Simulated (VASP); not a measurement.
Runs of VASP 6.6.1 on Ge. The structure is that of space group I4_1/amd (No. 141), or close to it. The cells are those of the table. 

```csv
task,cell,k mesh,cutoff (eV),smearing,gap on the mesh (eV),pressure (GPa)
relaxation of cell and atoms,"relaxed to 13.3 GPa from a = 3.712 Å, angles 98.0, 98.0, 136.2°, 2 atoms",8 × 8 × 8,600,gaussian 0.1 eV,none,13.1
relaxation of cell and atoms,"relaxed to 13.3 GPa from a = 3.900 Å, angles 97.4, 97.4, 138.0°, 2 atoms",8 × 8 × 8,600,gaussian 0.1 eV,none,13.3
single point,"a = 3.712 Å, angles 98.0, 98.0, 136.2°, 2 atoms",8 × 8 × 8,520,gaussian 0.1 eV,none,(a)
single point,"a = 3.735 Å, angles 97.6, 97.6, 137.5°, 2 atoms",18 × 18 × 18,520,fermi-dirac 0.1 eV,none,13.4
```

Alike in all rows: level r2SCAN; potentials or basis VASP PAW PBE potentials, release 64 (Ge_d); no spin polarisation.

Question: Fill in the values left out.

Answer: (a) 13.2.

Caveats: the PAW data sets were made with another functional, which shifts forces and pressure a little; the cell is relaxed towards a set pressure, so the run minimises the enthalpy, not the energy (at least some runs); the cell stands under pressure (at least some runs); the relaxation stopped at its first step, so nothing moved (at least some runs).

A k mesh can miss the band edges, and the runs leave out spin-orbit coupling on Ge.

A gap of «none» marks levels without a gap at the run's occupations.
